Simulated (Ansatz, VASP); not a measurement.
# Two plane-wave programs on TiAl

The input INCAR:

```
  ALGO = Fast
  EDIFF = 1E-6
  ENCUT = 520
  GGA = PE
  ISIF = 2
  ISMEAR = -1
  LASPH = True
  LCHARG = False
  LREAL = False
  LWAVE = False
  NBANDS = 14
  NELM = 100
  PREC = Accurate
  SIGMA = 0.05
```

File KPOINTS:

```
k-points
0
Gamma
  11 11 6
```

POSCAR

```
TiAl
1.0
    2.8480182822      0.0000000000      0.0000000000
   -1.4240091410      2.4664561828      0.0000000000
    0.0000000000      0.0000000000      4.6466855238
Ti Al
1 1
Direct
    0.0000000000      0.0000000000      0.0000000000
    0.3333333333      0.6666666667      0.5000000000
```

File input.yaml:

```yaml
crystal:
  lattice:
    - [2.8480182822, 0.0, 0.0]
    - [-1.424009141, 2.4664561828, 0.0]
    - [0.0, 0.0, 4.6466855238]
  atoms:
    - { symbol: Ti, position: [0.0, 0.0, 0.0] }
    - { symbol: Al, position: [0.3333333333, 0.6666666667, 0.5] }
hamiltonian:
  xc: pbe
  pseudopotentials: { kind: paw, azcp: { folder: soft_1 } }
kpoints:
  mp_grid: { grid: [11, 11, 6] }
scf:
  occupations: { method: fermi_dirac, width: 0.05 }
output:
  forces: true
  stress: true
  eigenvalues: true
```

Alike in both runs: task single point; functional PBE; k mesh 11 × 11 × 6; occupations fermi-dirac, width 0.05 eV; no spin polarisation.

|  | VASP | Ansatz |
| --- | --- | --- |
| version | VASP 6.6.1 | Ansatz 0.2.0 |
| potentials or method | VASP PAW PBE potentials, release 64 (Ti_sv, Al) | Ansatz PAW soft_1 |
| plane-wave cutoff (eV) | 520 | 420 |
| valence electrons in the cell | 15 | 15 |

VASP gave:

```
gap on the k mesh at the Fermi level (eV)                     : none
pressure (GPa)                                                : 2.4
traceless stress, the component that is largest in VASP (GPa) : -0.98
```

Which values does Ansatz return?

gap on the k mesh at the Fermi level (eV): none; pressure (GPa): 2.5; traceless stress, the component that is largest in VASP (GPa): -1.03.

A gap of «none» marks a metal or a gap that the smearing closes. With one functional, cell and mesh, what is left measures potentials, basis and numerics.
